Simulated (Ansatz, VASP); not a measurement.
C: VASP beside Ansatz

Contents of POSCAR:

```
C
1.0
    2.5220988435      0.0000000000      0.0000000000
   -1.2610494217      2.1842016693      0.0000000000
    0.0000000000      0.0000000000     12.3557000000
C
12
Direct
    0.0000000000      0.0000000000      0.1875000000
    0.0000000000      0.0000000000      0.6875000000
    0.0000000000      0.0000000000      0.3125000000
    0.0000000000      0.0000000000      0.8125000000
    0.3333333333      0.6666666667      0.5208300000
    0.6666666667      0.3333333333      0.0208300000
    0.3333333333      0.6666666667      0.9791700000
    0.6666666667      0.3333333333      0.4791700000
    0.3333333333      0.6666666667      0.6458300000
    0.6666666667      0.3333333333      0.1458300000
    0.3333333333      0.6666666667      0.8541700000
    0.6666666667      0.3333333333      0.3541700000
```

INCAR.step1

```
SYSTEM = C
PREC = Accurate
ENCUT = 520
ISMEAR = 0
SIGMA = 0.1
LREAL = .FALSE.
LASPH = .TRUE.
NELM = 80
NBANDS = 36
GGA = PE
ALGO = Normal
EDIFF = 1E-4
LWAVE = .TRUE.
LCHARG = .FALSE.
```

Contents of INCAR.step2:

```
SYSTEM = C
PREC = Accurate
ENCUT = 520
EDIFF = 1E-6
ISMEAR = 0
SIGMA = 0.1
LREAL = .FALSE.
LASPH = .TRUE.
NELM = 80
ALGO = Normal
ISIF = 2
LWAVE = .FALSE.
LCHARG = .TRUE.
METAGGA = R2SCAN
LMIXTAU = .TRUE.
LELF = .TRUE.
LVHAR = .TRUE.
NBANDS = 36
ISTART = 1
```

KPOINTS

```
Automatic mesh
0
G
  12 12 2
  0 0 0
```

Input for Ansatz:

```yaml
crystal:
  lattice:
    - [2.5221, 0.0, 0.0]
    - [-1.26105, 2.1842026709, 0.0]
    - [0.0, 0.0, 12.3557]
  atoms:
    - { symbol: C, position: [0.0, 0.0, 0.1875] }
    - { symbol: C, position: [0.0, 0.0, 0.6875] }
    - { symbol: C, position: [0.0, 0.0, 0.3125] }
    - { symbol: C, position: [0.0, 0.0, 0.8125] }
    - { symbol: C, position: [0.3333333333, 0.6666666667, 0.52083] }
    - { symbol: C, position: [0.6666666667, 0.3333333333, 0.02083] }
    - { symbol: C, position: [0.3333333333, 0.6666666667, 0.97917] }
    - { symbol: C, position: [0.6666666667, 0.3333333333, 0.47917] }
    - { symbol: C, position: [0.3333333333, 0.6666666667, 0.64583] }
    - { symbol: C, position: [0.6666666667, 0.3333333333, 0.14583] }
    - { symbol: C, position: [0.3333333333, 0.6666666667, 0.85417] }
    - { symbol: C, position: [0.6666666667, 0.3333333333, 0.35417] }
basis:
  ecutwfc: 500
kpoints:
  mp_grid: { grid: [12, 12, 2] }
hamiltonian:
  xc: r2scan
scf:
  occupations: { method: gaussian, width: 0.1 }
output:
  forces: true
  stress: true
  eigenvalues: true
```

Alike in both runs: task single point; functional r2SCAN; k mesh 12 × 12 × 2; occupations gaussian, width 0.1 eV; no spin polarisation.

```csv
,VASP,Ansatz
version,VASP 6.6.1,Ansatz 0.2.0
potentials or method,"VASP PAW PBE potentials, release 64 (C), cutoff 520 eV","scalar-relativistic, plane waves, PAW"
valence electrons in the cell,48,48
```

|  | VASP | Ansatz | Ansatz less VASP |
| --- | --- | --- | --- |
| gap on the k mesh at the Fermi level (eV) | 4.57 | 4.60 | +0.026 |
| least direct gap on the mesh (eV) | 5.53 | 5.57 | +0.045 |
| pressure (GPa) | -1.0 | -2.1 | -1.08 |
| traceless stress, the component that is largest in VASP (GPa) | 5.82 | 5.80 | -0.019 |
| rms of the force components (eV/Å) | 0.161 | 0.161 | -0.0007 |

VASP's potentials were made for PBE, not for r2SCAN. Atom by atom the forces differ by 0.001 eV/Å (rms over components). The functional is the same, so the differences come from potentials, cutoffs and numerics.
